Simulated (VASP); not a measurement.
Here is a VASP 6.6.1 calculation.

The input INCAR:

```
  ALGO = Normal
  EDIFF = 1E-6
  ENCUT = 520
  ISIF = 2
  ISMEAR = -1
  LASPH = T
  LCHARG = F
  LREAL = F
  LWAVE = F
  NBANDS = 17
  NELM = 100
  PREC = Accurate
  SIGMA = 0.08
```

Contents of KPOINTS:

```
k-points
0
Gamma
  15 15 8
```

Contents of POSCAR:

```
Hf
1.0
    3.1185569233      0.0000000000      0.0000000000
   -1.5592784616      2.7007495187      0.0000000000
    0.0000000000      0.0000000000      4.9461203476
Hf
2
Direct
    0.3333333333      0.6666666667      0.2500000000
    0.6666666667      0.3333333333      0.7500000000
```

Potentials or basis: VASP PAW LDA potentials, release 64 (Hf_pv).

Launch:

```bash
$ cat potpaw_LDA.64/Hf_pv/POTCAR > POTCAR
$ mpirun -np 1 vasp_std > vasp.out
```

Question: Estimate the pressure.

Answer: 0.1 GPa.

Question: Estimate the band gap on the k mesh.

Answer: Zero (bands 10 and 11 overlap by 1.54 eV).

Caveat: spin-orbit coupling is left out, which moves the levels of the heavy elements.
